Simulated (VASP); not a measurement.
Set up this calculation in VASP 6.6.1, as the native input.

| Quantity | Value |
| --- | --- |
| Task | single point |
| Functional | PBE |
| Potentials or basis | VASP PAW PBE potentials, release 64 (Cd, S) |
| Cutoff | 520 eV |
| k mesh | 8 × 8 × 8 |
| Occupations | fermi-dirac, width 0.02 eV |
| Spin | no spin polarisation |
| Dipole correction | no |
| Further INCAR settings | ALGO = Normal; EDIFF = 1e-06; NBANDS = 16 |

The structure of CdS lies in POSCAR:

```
CdS
1.0
   -0.1384494565      2.7003976037      2.7003976037
    2.7003976037     -0.1384494565      2.7003976037
    2.7003976037      2.7003976037     -0.1384494565
Cd S
1 1
Direct
    0.0000000000      0.0000000000      0.0000000000
    0.5000000000      0.5000000000      0.5000000000
```

This cell differs from its parent crystal: epitaxial 111 strain +4.1%.

The input as run:

INCAR

```
SYSTEM = CdS
PREC = Accurate
ENCUT = 520
EDIFF = 1E-6
ISMEAR = -1
SIGMA = 0.02
LREAL = .False.
LASPH = .True.
NELM = 60
ALGO = Normal
ISIF = 2
LWAVE = .False.
LCHARG = .True.
GGA = PE
LELF = .True.
LVHAR = .True.
NBANDS = 16
```

KPOINTS

```
Automatic mesh
0
Gamma
  8 8 8
  0 0 0
```

Potentials or basis: VASP PAW PBE potentials, release 64 (Cd, S).

Launch:

```sh
$ cat potpaw_PBE.64/Cd/POTCAR potpaw_PBE.64/S/POTCAR > POTCAR
$ mpirun -np 1 vasp_std > vasp.out
```

Results of the run:

```
Pressure               : -1.2 GPa
Band gap on the k mesh : 0.12 eV, indirect (least direct gap 1.01 eV)
```

Caveat: the cell differs from its parent crystal (epitaxial 111 strain +4.1%).

It took 28 s on 1 thread of Intel Xeon 6975P-C (shared host), peak memory 0.18 GiB.
